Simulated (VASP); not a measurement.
Input of a VASP 6.6.1 run:

POSCAR

```
SiC
1.0
    2.1740000000     -2.1740000000      0.0000000000
    2.1740000000      0.0000000000     -2.1740000000
   10.5078116000      7.7900942000      7.7900942000
Si C
6 6
Direct
    0.6406368067      0.6406368067      0.0624666667
   -0.3732798600     -0.3732798600      0.8958000000
    0.2378534733      0.2378534733      0.2291333333
    0.4322868067      0.4322868067      0.5624666667
   -0.1649298600     -0.1649298600      0.3958000000
    0.0295034733      0.0295034733      0.7291333333
    0.4843743067      0.4843743067      0.4374666667
    0.8871576400      0.8871576400      0.2708000000
    0.0815909733      0.0815909733      0.6041333333
    0.2760243067      0.2760243067      0.9374666667
   -0.3211923600     -0.3211923600      0.7708000000
    0.2899409733      0.2899409733      0.1041333333
```

File INCAR.step1:

```
SYSTEM = SiC
PREC = Accurate ; ENCUT = 520
ISMEAR = 0 ; SIGMA = 0.05
LREAL = .FALSE. ; LASPH = .TRUE.
NELM = 80 ; NBANDS = 36
GGA = PE ; ALGO = Normal
EDIFF = 1E-4 ; LWAVE = .TRUE.
LCHARG = .FALSE.
```

File INCAR.step2:

```
SYSTEM = SiC
PREC = Accurate ; ENCUT = 520
EDIFF = 1E-6 ; ISMEAR = 0
SIGMA = 0.05 ; LREAL = .FALSE.
LASPH = .TRUE. ; NELM = 80
ALGO = Normal ; ISIF = 2
LWAVE = .FALSE. ; LCHARG = .FALSE.
METAGGA = R2SCAN ; LMIXTAU = .TRUE.
NBANDS = 36 ; ISTART = 1
```

The input KPOINTS:

```
Automatic mesh
0
G
  10 10 2
  0 0 0
```

Potentials or basis: VASP PAW PBE potentials, release 64 (Si, C).

Launch:

```sh
$ cat potpaw_PBE.64/Si/POTCAR potpaw_PBE.64/C/POTCAR > POTCAR
$ cp INCAR.step1 INCAR
$ mpirun -np 1 vasp_std > vasp.out
$ cp INCAR.step2 INCAR
$ mpirun -np 1 vasp_std > vasp.out
```

(1) What does it give for the pressure?

(2) What does it give for the band gap on the k mesh?

(3) What does it give for the largest force?

Results:

(1) 1.0 GPa.

(2) 0.81 eV (least direct gap 1.44 eV).

(3) 1.724 eV/Å.

Caveat: the cell differs from its parent crystal (the part above a cut slid along it); the stress differs along the axes, from -3 to 9 GPa; the PAW data sets were made with another functional, which shifts forces and pressure a little.
